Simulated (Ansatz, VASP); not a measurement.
# HfB2: VASP beside Ansatz

File INCAR:

```
SYSTEM = HfB2
PREC = Accurate
ENCUT = 520
EDIFF = 1E-6
ISMEAR = -1
SIGMA = 0.05
LREAL = .FALSE.
LASPH = .TRUE.
NELM = 60
ALGO = Normal
ISIF = 2
LWAVE = .FALSE.
LCHARG = .FALSE.
GGA = RP
NBANDS = 15
```

The input KPOINTS:

```
regular mesh
0
G
  10 10 8
  0 0 0
```

Contents of POSCAR:

```
HfB2
1.0
    3.1400000000      0.0000000000      0.0000000000
   -1.5700000000      2.7193197679      0.0000000000
    0.0000000000      0.0000000000      3.4800000000
Hf B
1 2
Direct
    0.0000000000      0.0000000000      0.0000000000
    0.6666666667      0.3333333333      0.5000000000
    0.3333333333      0.6666666667      0.5000000000
```

The input input.yaml:

```yaml
crystal:
  lattice:
    - [3.14, 0.0, 0.0]
    - [-1.57, 2.7193197679, 0.0]
    - [0.0, 0.0, 3.48]
  atoms:
    - { symbol: Hf, position: [0.0, 0.0, 0.0] }
    - { symbol: B, position: [0.6666666667, 0.3333333333, 0.5] }
    - { symbol: B, position: [0.3333333333, 0.6666666667, 0.5] }
hamiltonian:
  xc: rpbe
  pseudopotentials: { kind: paw }
kpoints:
  mp_grid: { grid: [10, 10, 8] }
  band_path:
    path:
      - [[0.0, 0.0, 0.0], [0.5, 0.0, 0.0], [0.3333333333, 0.3333333333, 0.0], [0.0, 0.0, 0.0], [0.0, 0.0, 0.5], [0.5, 0.0, 0.5], [0.3333333333, 0.3333333333, 0.5], [0.0, 0.0, 0.5]]
      - [[0.5, 0.0, 0.5], [0.5, 0.0, 0.0]]
      - [[0.3333333333, 0.3333333333, 0.0], [0.3333333333, 0.3333333333, 0.5]]
    npoints: 14
scf:
  occupations: { method: fermi_dirac, width: 0.05 }
  n_extra_bands: 7
output:
  forces: true
  stress: true
  eigenvalues: true
  fatbands: false
  write_density: true
  write_potential: true
  elf: true
  volumetric_format: npy
```

Alike in both runs: functional RPBE; k mesh 10 × 10 × 8; occupations fermi-dirac, width 0.05 eV; no spin polarisation.

```csv
,VASP,Ansatz
version,VASP 6.6.1,Ansatz 0.2.0
potentials or method,"VASP PAW PBE potentials, release 64 (Hf_pv, B)",Ansatz PAW
plane-wave cutoff (eV),520,420
valence electrons in the cell,16,32
task,single point,band structure
```

|  | VASP | Ansatz | Ansatz less VASP |
| --- | --- | --- | --- |
| gap on the k mesh at the Fermi level (eV) | none | none | - |
| pressure (GPa) | 5.1 | 5.6 | +0.50 |
| traceless stress, the component that is largest in VASP (GPa) | 0.34 | 0.16 | -0.184 |

VASP's potentials were made for PBE, not for RPBE. A gap of «none» marks a metal or a gap that the smearing closes. VASP's potentials hold 16 valence electrons a cell and Ansatz's 32, so a difference there can come from the potentials and not from the codes.

Neither program's run includes spin-orbit coupling.
